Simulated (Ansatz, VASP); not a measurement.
**Two plane-wave programs on SiO2**

```xyz
12
Lattice="4.9717 0.0000 0.0000 0.0000 4.9717 0.0000 0.0000 0.0000 6.9223" Properties=species:S:1:pos:R:3 pbc="T T T"
Si    1.5182    1.5182    0.0000
Si    0.9677    4.0040    1.7306
Si    3.4535    3.4535    3.4611
Si    4.0040    0.9677    5.1917
O     1.1768    0.5806    1.2836
O     1.9053    3.6626    3.0141
O     3.7949    4.3911    4.7447
O     3.0664    1.3091    6.4753
O     3.6626    1.9053    3.9082
O     4.3911    3.7949    2.1776
O     1.3091    3.0664    0.4470
O     0.5806    1.1768    5.6387
```

Alike in both runs: functional PBE; k mesh 5 × 5 × 4; occupations fermi-dirac, width 0.02 eV; no spin polarisation.

Ansatz relaxed the structure, and its values are those at the end. VASP's run is a single point on that final structure, the one shown.

|  | VASP | Ansatz |
| --- | --- | --- |
| version | VASP 6.6.1 | Ansatz 0.2.0 |
| potentials or method | VASP PAW PBE potentials, release 64 (Si, O) | plane-wave PAW, scalar-relativistic |
| plane-wave cutoff (eV) | 520 | 420 |
| valence electrons in the cell | 64 | 64 |

|  | VASP | Ansatz | Ansatz less VASP |
| --- | --- | --- | --- |
| gap on the k mesh at the Fermi level (eV) | 5.62 | 5.62 | 0.000 |
| pressure (GPa) | 1.4 | 1.3 | -0.12 |
| rms of the force components (eV/Å) | 0.010 | 0.004 | -0.0053 |

The functional is the same, so the differences come from potentials, cutoffs and numerics. Ansatz's warnings: stress scf threshold loose.
